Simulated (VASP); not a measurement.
A run of VASP 6.6.1:

INCAR

```
PREC = Accurate ; ENCUT = 520
EDIFF = 1E-6 ; ISMEAR = -1
SIGMA = 0.1 ; LREAL = F
LASPH = T ; NELM = 80
ALGO = Normal ; ISIF = 2
LWAVE = F ; LCHARG = T
GGA = CA ; LELF = T
LVHAR = T ; NBANDS = 42
```

KPOINTS

```
regular mesh
0
Gamma
  6 6 6
```

POSCAR

```
YCu2
1.0
    0.0000000000      3.7305950000      3.7305950000
    3.7305950000      0.0000000000      3.7305950000
    3.7305950000      3.7305950000      0.0000000000
Y Cu
2 4
Direct
    0.0000000000      0.0000000000      0.0000000000
    0.2500000000      0.2500000000      0.2500000000
    0.1250000000      0.6250000000      0.6250000000
    0.6250000000      0.1250000000      0.6250000000
    0.6250000000      0.6250000000      0.1250000000
    0.6250000000      0.6250000000      0.6250000000
```

Potentials or basis: VASP PAW LDA potentials, release 64 (Y_sv, Cu).

Run with:

```bash
$ cat potpaw_LDA.64/Y_sv/POTCAR potpaw_LDA.64/Cu/POTCAR > POTCAR
$ mpirun -np 1 vasp_std > vasp.out
```

Hardware: 1 thread of Intel(R) Xeon(R) Platinum 8488C (Sapphire Rapids), on a shared host.

Q: Estimate the wall time of this run.

A: It took 100 s on 1 thread of Intel(R) Xeon(R) Platinum 8488C (Sapphire Rapids), on a shared host, peak memory 0.23 GiB. Counts: scf iterations 20, k points 16.
